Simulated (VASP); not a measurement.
A run of VASP 6.6.1 is set up as follows.

File INCAR:

```
SYSTEM = CuB6
PREC = Accurate
ENCUT = 600
EDIFF = 1E-7
ISMEAR = 0
SIGMA = 0.1
LREAL = .False.
LASPH = .True.
NELM = 100
ALGO = Normal
ISIF = 3
LWAVE = .False.
LCHARG = .False.
GGA = PE
IBRION = 2
NSW = 90
EDIFFG = -0.04
```

File KPOINTS:

```
Automatic mesh
0
Gamma
  6 6 6
  0 0 0
```

Contents of POSCAR:

```
CuB6
1.0
    0.0000000000      3.1392681200      3.1392681200
    3.1392681200      0.0000000000      3.1392681200
    3.1392681200      3.1392681200      0.0000000000
Cu B
1 6
Direct
    0.0000000000      0.0000000000      0.0000000000
    0.5000000000      0.5000000000      0.0000000000
    0.5000000000      0.0000000000      0.5000000000
    0.0000000000      0.0000000000      0.5000000000
    0.0000000000      0.5000000000      0.0000000000
    0.0000000000      0.5000000000      0.5000000000
    0.5000000000      0.0000000000      0.0000000000
```

Potentials or basis: VASP PAW PBE potentials, release 64 (Cu, B).

Launch:

```console
$ cat potpaw_PBE.64/Cu/POTCAR potpaw_PBE.64/B/POTCAR > POTCAR
$ mpirun -np 1 vasp_std > vasp.out
```

Question: Predict the relaxed volume.

Answer: 7.43 Å³/atom.

Question: What does it give for the relaxed cell?

Answer: a = 4.189 Å, b = 4.189 Å, c = 4.189 Å, α = 60.00°, β = 60.00°, γ = 60.00°.

The path:
```csv
step,energy change (eV),largest force (eV/Å),pressure (GPa),volume (Å³)
1,0.0000,0.0000,-28.39,61.88
2,-0.8654,0.0000,16.14,48.88
3,-1.0143,0.0000,0.09,51.98
```

Caveat: the volume moved by over 15 % at a fixed basis, so the end points are rough.
